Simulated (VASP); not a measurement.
# GaSb (zincblende type) (F-43m) in VASP: notebook

The runs below take GaSb (zincblende type) through single point, with LDA.

Program: VASP 6.6.1. These are calculated values, not measurements. Logs are shortened: lines on timing, memory, paths and dates and some standing lists are left out, and cuts for length are marked.

## Step 1: The cell of the first run

It takes space group F-43m (No. 216, cubic). Conventional cell: a = 4.957 Å, b = 4.957 Å, c = 4.957 Å, α = 90.00°, β = 90.00°, γ = 90.00°. Within 2.8 Å of Ga (site symmetry -43m) lie 4 Sb at 2.15 Å. Within 2.8 Å of Sb (site symmetry -43m) lie 4 Ga at 2.15 Å.

## Step 2: Single point, LDA (volume scaled by 0.55)

Input file INCAR:

```
SYSTEM = GaSb
PREC = Accurate
ENCUT = 520
EDIFF = 1E-7
ISMEAR = -1
SIGMA = 0.1
LREAL = .FALSE.
LASPH = .TRUE.
NELM = 100
ALGO = Normal
ISIF = 2
LWAVE = .FALSE.
LCHARG = .TRUE.
LELF = .TRUE.
LVHAR = .TRUE.
NBANDS = 16
```

Input file KPOINTS:

```
Automatic mesh
0
G
  11 11 11
  0 0 0
```

Input file POSCAR:

```
GaSb
1.0
    0.0000000000      2.4784221574      2.4784221574
    2.4784221574      0.0000000000      2.4784221574
    2.4784221574      2.4784221574      0.0000000000
Ga Sb
1 1
Direct
    0.0000000000      0.0000000000      0.0000000000
    0.2500000000      0.2500000000      0.2500000000
```

Potentials or basis: VASP PAW LDA potentials, release 64 (Ga_d, Sb).

Run with:

```bash
$ cat potpaw_LDA.64/Ga_d/POTCAR potpaw_LDA.64/Sb/POTCAR > POTCAR
$ mpirun -np 1 vasp_std > vasp.out
```

OUTCAR:

```text
SYSTEM = GaSb
   PREC = Accurate
   ENCUT = 520
   EDIFF = 1E-7
   ISMEAR = -1
   LREAL = .FALSE.
   LASPH = .TRUE.
   NELM = 100
   ISIF = 2

 ion  position               nearest neighbor table
   1  0.000  0.000  0.000-   2 2.15   2 2.15   2 2.15   2 2.15
   2  0.250  0.250  0.250-   1 2.15   1 2.15   1 2.15   1 2.15

  LATTYP: Found a face centered cubic cell.
 ALAT       =     4.9568443148

  Lattice vectors:

 A1 = (   0.0000000000,   2.4784221574,   2.4784221574)
 A2 = (   2.4784221574,   0.0000000000,   2.4784221574)
 A3 = (   2.4784221574,   2.4784221574,   0.0000000000)

Analysis of symmetry for initial positions (statically):
=====================================================================
 Subroutine PRICEL returns:
 Original cell was already a primitive cell.

 Routine SETGRP: Setting up the symmetry group for a
 face centered cubic supercell.

 Subroutine GETGRP returns: Found 24 space group operations
 (whereof 24 operations were pure point group operations)
 out of a pool of 48 trial point group operations.

The static configuration has the point symmetry T_d .

Analysis of symmetry for dynamics (positions and initial velocities):
=====================================================================
 Subroutine PRICEL returns:
 Original cell was already a primitive cell.

 Routine SETGRP: Setting up the symmetry group for a
 face centered cubic supercell.

 Subroutine GETGRP returns: Found 24 space group operations
 (whereof 24 operations were pure point group operations)
 out of a pool of 48 trial point group operations.

The dynamic configuration has the point symmetry T_d .

 Subroutine INISYM returns: Found 24 space group operations
 (whereof 24 operations are pure point group operations),
 and found     1 'primitive' translations

----------------------------------------------------------------------------------------

                                     Primitive cell

  volume of cell :      30.4478

  direct lattice vectors                    reciprocal lattice vectors
     0.000000000  2.478422157  2.478422157    -0.201741256  0.201741256  0.201741256
     2.478422157  0.000000000  2.478422157     0.201741256 -0.201741256  0.201741256
     2.478422157  2.478422157  0.000000000     0.201741256  0.201741256 -0.201741256

  length of vectors
     3.505018228  3.505018228  3.505018228     0.349426106  0.349426106  0.349426106

[... 79 lines left out ...]
   NELM   =    100;   NELMIN=  2; NELMDL= -5     # of ELM steps
   EDIFF  = 0.1E-06   stopping-criterion for ELM
   LREAL  =      F    real-space projection
   EDIFFG = 0.1E-05   stopping-criterion for IOM
   NSW    =      0    number of steps for IOM
   IBRION =     -1    ionic relax: 0-MD 1-quasi-New 2-CG
   NFREE  =      0    steps in history (QN), initial steepest desc. (CG)
   ISIF   =      2    stress and relaxation
   ISYM   =      2    0-nonsym 1-usesym 2-fastsym
   POTIM  = 0.5000    time-step for ionic-motion
   TEBEG  =    0.0;   TEEND  =   0.0 temperature during run
   PSTRESS=    0.0 pullay stress
   NELECT =      18.0000    total number of electrons
   NUPDOWN=      -1.0000    fix difference up-down
   EMIN   =  10.00;   EMAX   =-10.00  energy-range for DOS
   EFERMI =   0.00;   METHOD = LEGACY
   ISMEAR =    -1;   SIGMA  =   0.10  broadening in eV -4-tet -1-fermi 0-gaus
   EFERMI_NEDOS =   21; number of points for ismear=-14 and -15
   IALGO  =     38    algorithm
   IMIX   =      4    mixing-type and parameters
     AMIX     =   0.40;   BMIX     =  1.00
     AMIX_MAG =   1.60;   BMIX_MAG =  1.00
  volume/ion in A,a.u.               =      15.22       102.74
  Fermi-wavevector in a.u.,A,eV,Ry     =   1.373980  2.596446 25.685361  1.887821
  Thomas-Fermi vector in A             =   2.499448
   LORBIT       =      0    0 simple, 1 ext, 2 COOP (PROOUT), +10 PAW based schemes
   GGA     = CA    functional components
   LHFCALC =     F    Hartree Fock is set to
   AEXX    =    0.0000 exact exchange contribution
   IVDW    =     0    specifies the selected vdW correction
   LEPSILON=     F    determine dielectric tensor
   LRPA    =     F    only Hartree local field effects (RPA)
 non-spin polarized calculation
  energy-cutoff  :      520.00
  volume of cell :       30.45
 maximum number of plane-waves:       869
 NGX is ok and might be reduce to    28
   NGX = 13   NGY = 13   NGZ = 13

 number of electron      18.0000009 magnetization

 Free energy of the ion-electron system (eV)
  ---------------------------------------------------
  ext. energy  EPLUGINS =         0.00000000
  ---------------------------------------------------
  free energy    TOTEN  =        -2.70600773 eV

  energy without entropy =       -2.69790871  energy(sigma->0) =       -2.70195822

 E-fermi :  13.5337     XC(G=0): -12.4217

 val. band max:       13.4978822012   @ k =  -0.4545   0.4545   0.0000
 cond. band min:      13.6159742431   @ k =   0.4545   0.3636   0.0000
 fundamental gap:      0.1180920418
 Fermi energy:        13.5337039450

 k-point     1 :       0.0000    0.0000    0.0000
  band No.  band energies     occupation
      1      -4.2288      2.00000
      2      -4.2288      2.00000
      3      -4.2288      2.00000
      4      -3.9744      2.00000
      5      -3.9744      2.00000
      6      -3.9597      2.00000
[... 433 lines left out ...]
      3      -4.1694      2.00000
      4      -3.9951      2.00000
      5      -3.9938      2.00000
      6      -2.1421      2.00000
[... 8 lines left out ...]
     15      23.9083      0.00000
     16      25.6319      0.00000

 [... further k-points ...]

------------------------ aborting loop because EDIFF is reached ----------------------------------------

  FORCE on cell =-STRESS in cart. coord.  units (eV):
  Direction    XX          YY          ZZ          XY          YZ          ZX
  --------------------------------------------------------------------------------------
  -------------------------------------------------------------------------------------
  Total       24.9373716     24.9373716     24.9373716      0.0000000      0.0000000      0.0000000
  in kB     1312.2162590   1312.2162590   1312.2162590      0.0000000      0.0000000      0.0000000
  external PRESSURE =    1312.2162590 kB  Pullay stress =       0.0000000 kB

 VOLUME and BASIS-vectors are now :
 -----------------------------------------------------------------------------
  energy-cutoff  :      520.00
  volume of cell :       30.45
      direct lattice vectors                 reciprocal lattice vectors
     0.000000000  2.478422157  2.478422157    -0.201741256  0.201741256  0.201741256
     2.478422157  0.000000000  2.478422157     0.201741256 -0.201741256  0.201741256
     2.478422157  2.478422157  0.000000000     0.201741256  0.201741256 -0.201741256

 POSITION                                       TOTAL-FORCE (eV/Angst)
 -----------------------------------------------------------------------------------
      0.00000      0.00000      0.00000        -0.000000     -0.000000     -0.000000
      1.23921      1.23921      1.23921         0.000000      0.000000      0.000000
 -----------------------------------------------------------------------------------
    total drift:                                0.000001      0.000001      0.000001

  FREE ENERGIE OF THE ION-ELECTRON SYSTEM (eV)
  ---------------------------------------------------
  free  energy   TOTEN  =        -2.7060077306 eV

  energy  without entropy=       -2.6979087076  energy(sigma->0) =       -2.70195822
```

stdout:

```text
POSCAR found type information on POSCAR GaSb
 POSCAR found :  2 types and       2 ions
 scaLAPACK will be used
 LDA part: xc-table for (Slater(with rela. corr.)+CA(PZ))
 , standard interpolation
 POSCAR, INCAR and KPOINTS ok, starting setup
 FFT: planning ... GRIDC
 FFT: planning ... GRID_SOFT
 FFT: planning ... GRID
 WAVECAR not read
 entering main loop
```

Run time: 24 s. Hardware: 1 thread of Intel Xeon 6975P-C, shared host; peak memory 0.16 GiB.

What came out:

| Item | Value |
| --- | --- |
| Free energy | -2.7060 eV |
| Pressure | 131.2 GPa |
| Band gap on the k mesh | zero (band 9 reaches 14.20 eV, above the bottom of band 10 at 13.31 eV) |

Caveat: spin-orbit coupling is left out, which moves the levels of the heavy elements.

## Step 3: Single point, LDA (volume scaled by 0.64)

INCAR: that of step 2 with these lines changed.

```diff
@@ -3,3 +3,3 @@
 ENCUT = 520
-EDIFF = 1E-7
+EDIFF = 1E-6
 ISMEAR = -1
```

Input file KPOINTS:

```
regular mesh
0
G
  11 11 11
  0 0 0
```

Input file POSCAR:

```
GaSb
1.0
    0.0000000000      2.6068400097      2.6068400097
    2.6068400097      0.0000000000      2.6068400097
    2.6068400097      2.6068400097      0.0000000000
Ga Sb
1 1
Direct
    0.0000000000      0.0000000000      0.0000000000
    0.2500000000      0.2500000000      0.2500000000
```

Potentials or basis: VASP PAW LDA potentials, release 64 (Ga_d, Sb).

Run with:

```bash
$ cat potpaw_LDA.64/Ga_d/POTCAR potpaw_LDA.64/Sb/POTCAR > POTCAR
$ mpirun -np 1 vasp_std > vasp.out
```

OUTCAR:

```text
SYSTEM = GaSb
   PREC = Accurate
   ENCUT = 520
   EDIFF = 1E-6
   ISMEAR = -1
   LREAL = .FALSE.
   LASPH = .TRUE.
   NELM = 100
   ISIF = 2

 ion  position               nearest neighbor table
   1  0.000  0.000  0.000-   2 2.26   2 2.26   2 2.26   2 2.26
   2  0.250  0.250  0.250-   1 2.26   1 2.26   1 2.26   1 2.26

  LATTYP: Found a face centered cubic cell.
 ALAT       =     5.2136800194

  Lattice vectors:

 A1 = (   0.0000000000,   2.6068400097,   2.6068400097)
 A2 = (   2.6068400097,   0.0000000000,   2.6068400097)
 A3 = (   2.6068400097,   2.6068400097,   0.0000000000)

Analysis of symmetry for initial positions (statically):
=====================================================================
 Subroutine PRICEL returns:
 Original cell was already a primitive cell.

 Routine SETGRP: Setting up the symmetry group for a
 face centered cubic supercell.

 Subroutine GETGRP returns: Found 24 space group operations
 (whereof 24 operations were pure point group operations)
 out of a pool of 48 trial point group operations.

The static configuration has the point symmetry T_d .

Analysis of symmetry for dynamics (positions and initial velocities):
=====================================================================
 Subroutine PRICEL returns:
 Original cell was already a primitive cell.

 Routine SETGRP: Setting up the symmetry group for a
 face centered cubic supercell.

 Subroutine GETGRP returns: Found 24 space group operations
 (whereof 24 operations were pure point group operations)
 out of a pool of 48 trial point group operations.

The dynamic configuration has the point symmetry T_d .

 Subroutine INISYM returns: Found 24 space group operations
 (whereof 24 operations are pure point group operations),
 and found     1 'primitive' translations

----------------------------------------------------------------------------------------

                                     Primitive cell

  volume of cell :      35.4302

[... 102 lines left out ...]
   EFERMI =   0.00;   METHOD = LEGACY
   ISMEAR =    -1;   SIGMA  =   0.10  broadening in eV -4-tet -1-fermi 0-gaus
   EFERMI_NEDOS =   21; number of points for ismear=-14 and -15
   IALGO  =     38    algorithm
   IMIX   =      4    mixing-type and parameters
     AMIX     =   0.40;   BMIX     =  1.00
     AMIX_MAG =   1.60;   BMIX_MAG =  1.00
  volume/ion in A,a.u.               =      17.72       119.55
  Fermi-wavevector in a.u.,A,eV,Ry     =   1.306295  2.468540 23.217074  1.706407
  Thomas-Fermi vector in A             =   2.437107
   LORBIT       =      0    0 simple, 1 ext, 2 COOP (PROOUT), +10 PAW based schemes
   GGA     = CA    functional components
   LHFCALC =     F    Hartree Fock is set to
   AEXX    =    0.0000 exact exchange contribution
   IVDW    =     0    specifies the selected vdW correction
   LEPSILON=     F    determine dielectric tensor
   LRPA    =     F    only Hartree local field effects (RPA)
 non-spin polarized calculation
  energy-cutoff  :      520.00
  volume of cell :       35.43
 maximum number of plane-waves:       967
   NGX = 13   NGY = 13   NGZ = 13

 number of electron      18.0000014 magnetization

 Free energy of the ion-electron system (eV)
  ---------------------------------------------------
  ext. energy  EPLUGINS =         0.00000000
  ---------------------------------------------------
  free energy    TOTEN  =        -5.74348204 eV

  energy without entropy =       -5.73685775  energy(sigma->0) =       -5.74016990

 E-fermi :  11.0052     XC(G=0): -11.6324

 val. band max:       10.9884694680   @ k =   0.3636   0.3636   0.0000
 cond. band min:      11.1527472082   @ k =  -0.4545   0.4545   0.0000
 fundamental gap:      0.1642777402
 Fermi energy:        11.0051991047

 k-point     1 :       0.0000    0.0000    0.0000
  band No.  band energies     occupation
      1      -5.9001      2.00000
      2      -5.9001      2.00000
      3      -5.9001      2.00000
      4      -5.7182      2.00000
      5      -5.7182      2.00000
      6      -4.8269      2.00000
[... 433 lines left out ...]
      3      -5.8586      2.00000
      4      -5.7311      2.00000
      5      -5.7259      2.00000
      6      -3.2998      2.00000
[... 8 lines left out ...]
     15      20.8789      0.00000
     16      22.4763      0.00000

 [... further k-points ...]
[... 5 lines left out ...]
  --------------------------------------------------------------------------------------
  -------------------------------------------------------------------------------------
  Total       15.5841163     15.5841163     15.5841163      0.0000000      0.0000000     -0.0000000
  in kB      704.7249283    704.7249283    704.7249283      0.0000000      0.0000000     -0.0000000
  external PRESSURE =     704.7249283 kB  Pullay stress =       0.0000000 kB

 VOLUME and BASIS-vectors are now :
 -----------------------------------------------------------------------------
  energy-cutoff  :      520.00
  volume of cell :       35.43
      direct lattice vectors                 reciprocal lattice vectors
     0.000000000  2.606840010  2.606840010    -0.191803102  0.191803102  0.191803102
     2.606840010  0.000000000  2.606840010     0.191803102 -0.191803102  0.191803102
     2.606840010  2.606840010  0.000000000     0.191803102  0.191803102 -0.191803102

 POSITION                                       TOTAL-FORCE (eV/Angst)
 -----------------------------------------------------------------------------------
      0.00000      0.00000      0.00000         0.000000      0.000000     -0.000000
      1.30342      1.30342      1.30342        -0.000000     -0.000000      0.000000
 -----------------------------------------------------------------------------------
    total drift:                                0.000002      0.000002      0.000002

  FREE ENERGIE OF THE ION-ELECTRON SYSTEM (eV)
  ---------------------------------------------------
  free  energy   TOTEN  =        -5.7434820414 eV

  energy  without entropy=       -5.7368577510  energy(sigma->0) =       -5.74016990
```

stdout:

```text
POSCAR found type information on POSCAR GaSb
 POSCAR found :  2 types and       2 ions
 scaLAPACK will be used
 LDA part: xc-table for (Slater(with rela. corr.)+CA(PZ))
 , standard interpolation
 POSCAR, INCAR and KPOINTS ok, starting setup
 FFT: planning ... GRIDC
 FFT: planning ... GRID_SOFT
 FFT: planning ... GRID
 WAVECAR not read
 entering main loop
```

Run time: 21 s. Hardware: 1 thread of Intel Xeon 6975P-C, shared host; peak memory 0.16 GiB.

What came out:

```
Free energy            : -5.7435 eV
Pressure               : 70.5 GPa
Band gap on the k mesh : zero (band 9 reaches 11.26 eV, above the bottom of band 10 at 10.95 eV)
```

Caveat: spin-orbit coupling is left out, which moves the levels of the heavy elements.

## Step 4: Single point, LDA (volume scaled by 0.72)

Input file INCAR:

```
SYSTEM = GaSb
  PREC = Accurate
  ENCUT = 520
  EDIFF = 1E-7
  ISMEAR = -1
  SIGMA = 0.1
  LREAL = .FALSE.
  LASPH = .TRUE.
  NELM = 100
  ALGO = Normal
  ISIF = 2
  LWAVE = .FALSE.
  LCHARG = .FALSE.
  GGA = CA
  NBANDS = 16
```

KPOINTS is that of step 3.

Input file POSCAR:

```
GaSb
1.0
    0.0000000000      2.7112228668      2.7112228668
    2.7112228668      0.0000000000      2.7112228668
    2.7112228668      2.7112228668      0.0000000000
Ga Sb
1 1
Direct
    0.0000000000      0.0000000000      0.0000000000
    0.2500000000      0.2500000000      0.2500000000
```

Run with:

```bash
$ cat potpaw_LDA.64/Ga_d/POTCAR potpaw_LDA.64/Sb/POTCAR > POTCAR
$ mpirun -np 1 vasp_std > vasp.out
```

It took 47 s on 1 thread of Intel Xeon 6975P-C, shared host; peak memory 0.17 GiB.

It converged, with:

* Free energy: -7.2345 eV
* Pressure: 40.0 GPa

Levels at points of the mesh, in eV from the Fermi level:
```
           k point  band 7  band 8  band 9  band 10  band 11  band 12
(0.00, 0.00, 0.00)    0.03    0.03    0.03     2.52     2.52     2.52
```

Caveat: spin-orbit coupling is left out, which moves the levels of the heavy elements.

## Step 5: Single point, LDA (volume scaled by 0.8)

Input file INCAR:

```
PREC = Accurate ; ENCUT = 520
EDIFF = 1E-6 ; ISMEAR = -1
SIGMA = 0.1 ; LREAL = F
LASPH = T ; NELM = 100
ALGO = Normal ; ISIF = 2
LWAVE = F ; LCHARG = F
NBANDS = 16
```

Input file KPOINTS:

```
regular mesh
0
Gamma
  11 11 11
```

Input file POSCAR:

```
GaSb
1.0
    0.0000000000      2.8081332741      2.8081332741
    2.8081332741      0.0000000000      2.8081332741
    2.8081332741      2.8081332741      0.0000000000
Ga Sb
1 1
Direct
    0.0000000000      0.0000000000      0.0000000000
    0.2500000000      0.2500000000      0.2500000000
```

Run with:

```bash
$ cat potpaw_LDA.64/Ga_d/POTCAR potpaw_LDA.64/Sb/POTCAR > POTCAR
$ mpirun -np 1 vasp_std > vasp.out
```

It took 32 s on 1 thread of Intel Xeon 6975P-C, shared host; peak memory 0.18 GiB.

The run converged. Its results:

| Item | Value |
| --- | --- |
| Free energy | -8.0639 eV |
| Pressure | 21.5 GPa |
| Band gap on the k mesh | 0.35 eV, indirect (least direct gap 1.87 eV) |

Levels at points of the mesh, in eV from the valence-band top:
```csv
k point,band 7,band 8,band 9,band 10,band 11,band 12
"(0.00, 0.00, 0.00)",0.00,0.00,0.00,1.87,2.60,2.60
```

Caveat: spin-orbit coupling is left out, which moves the levels of the heavy elements. A k mesh can miss the band edges.

## Step 6: Single point, LDA (volume scaled by 0.88)

Input file INCAR:

```
SYSTEM = GaSb
PREC = Accurate
ENCUT = 520
EDIFF = 1E-6
ISMEAR = -1
SIGMA = 0.1
LREAL = .FALSE.
LASPH = .TRUE.
NELM = 60
ALGO = Normal
ISIF = 2
LWAVE = .FALSE.
LCHARG = .FALSE.
NBANDS = 16
```

Input file KPOINTS:

```
regular mesh
0
G
  11 11 11
  0 0 0
```

Input file POSCAR:

```
GaSb
1.0
    0.0000000000      2.8987801405      2.8987801405
    2.8987801405      0.0000000000      2.8987801405
    2.8987801405      2.8987801405      0.0000000000
Ga Sb
1 1
Direct
    0.0000000000      0.0000000000      0.0000000000
    0.2500000000      0.2500000000      0.2500000000
```

Potentials or basis: VASP PAW LDA potentials, release 64 (Ga_d, Sb).

Run with:

```bash
$ cat potpaw_LDA.64/Ga_d/POTCAR potpaw_LDA.64/Sb/POTCAR > POTCAR
$ mpirun -np 1 vasp_std > vasp.out
```

Run time: 37 s. Hardware: 1 thread of Intel Xeon 6975P-C, shared host; peak memory 0.18 GiB.

It converged, with:

```yaml
Free_energy: -8.4863 eV
Pressure: 9.9 GPa
Band_gap_on_the_k_mesh: 0.56 eV, indirect (least direct gap 1.09 eV)
```

Levels at points of the mesh, in eV from the valence-band top:
```tsv
k point	band 7	band 8	band 9	band 10	band 11	band 12
(0.00, 0.00, 0.00)	0.00	0.00	0.00	1.09	2.68	2.68
```

Caveat: spin-orbit coupling is left out, which moves the levels of the heavy elements.

## Step 7: The runs side by side

```csv
cell,gap on the mesh (eV),pressure (GPa)
"a = 3.505 Å, angles 60.0°, 2 atoms",none,131.2
"a = 3.687 Å, angles 60.0°, 2 atoms",none,70.5
"a = 3.834 Å, angles 60.0°, 2 atoms",-,40.0
"a = 3.971 Å, angles 60.0°, 2 atoms",0.35,21.5
"a = 4.099 Å, angles 60.0°, 2 atoms",0.56,9.9
```

Alike in all rows: task single point; level LDA; potentials or basis VASP PAW LDA potentials, release 64 (Ga_d, Sb); no spin polarisation; k mesh 11 × 11 × 11; cutoff (eV) 520; smearing fermi-dirac 0.1 eV.

Caveats: spin-orbit coupling is left out, which moves the levels of the heavy elements.

Total energies depend on the potentials used, so only differences within one code and one set of settings carry meaning.
